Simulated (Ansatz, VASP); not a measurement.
## Ru: VASP beside Ansatz

INCAR

```
  ALGO = Fast
  EDIFF = 1E-6
  ENCUT = 520
  GGA = PE
  ISIF = 2
  ISMEAR = 0
  LASPH = True
  LCHARG = False
  LREAL = False
  LWAVE = False
  NBANDS = 21
  NELM = 60
  PREC = Accurate
  SIGMA = 0.15
```

File KPOINTS:

```
k-points
0
Gamma
  24 24 12
```

POSCAR

```
Ru
1.0
    2.5028643842      0.0000000000      0.0000000000
   -1.2514321921      2.5190377831      0.0000000000
    0.0000000000      0.0000000000      4.2819000000
Ru
2
Direct
    0.3333333333      0.6666666667      0.2500000000
    0.6666666667      0.3333333333      0.7500000000
```

Input for Ansatz:

```yaml
crystal:
  lattice:
    - [2.5028643842, 0.0, 0.0]
    - [-1.2514321921, 2.5190377831, 0.0]
    - [0.0, 0.0, 4.2819]
  atoms:
    - { symbol: Ru, position: [0.3333333333, 0.6666666667, 0.25] }
    - { symbol: Ru, position: [0.6666666667, 0.3333333333, 0.75] }
basis:
  ecutwfc: 420
kpoints:
  mp_grid: { grid: [24, 24, 12] }
hamiltonian:
  xc: pbe
scf:
  occupations: { method: gaussian, width: 0.15 }
output:
  forces: true
  stress: true
  eigenvalues: true
  write_density: true
  write_potential: true
  elf: true
  volumetric_format: npy
```

Change from the starting cell: strain -0.0750 x Voigt [1, -1, 0, 0, 0, 0], atoms carried along.

Alike in both runs: task single point; functional PBE; k mesh 24 × 24 × 12; occupations gaussian, width 0.15 eV; no spin polarisation.

|  | VASP | Ansatz |
| --- | --- | --- |
| version | VASP 6.6.1 | Ansatz 0.2.0 |
| potentials or method | VASP PAW PBE potentials, release 64 (Ru_pv), cutoff 520 eV | scalar-relativistic, plane waves, PAW |
| valence electrons in the cell | 28 | 32 |

```csv
,VASP,Ansatz,Ansatz less VASP
gap on the k mesh at the Fermi level (eV),none,none,-
pressure (GPa),12.5,12.5,+0.01
"traceless stress, the component that is largest in VASP (GPa)",37.78,37.74,-0.035
rms of the force components (eV/Å),0.209,0.207,-0.0015
```

Atom by atom the forces differ by 0.002 eV/Å (rms over components). A gap of «none» marks a metal or a gap that the smearing closes. With one functional, cell and mesh, what is left measures potentials, basis and numerics. VASP's potentials hold 28 valence electrons a cell and Ansatz's 32, so a difference there can come from the potentials and not from the codes.
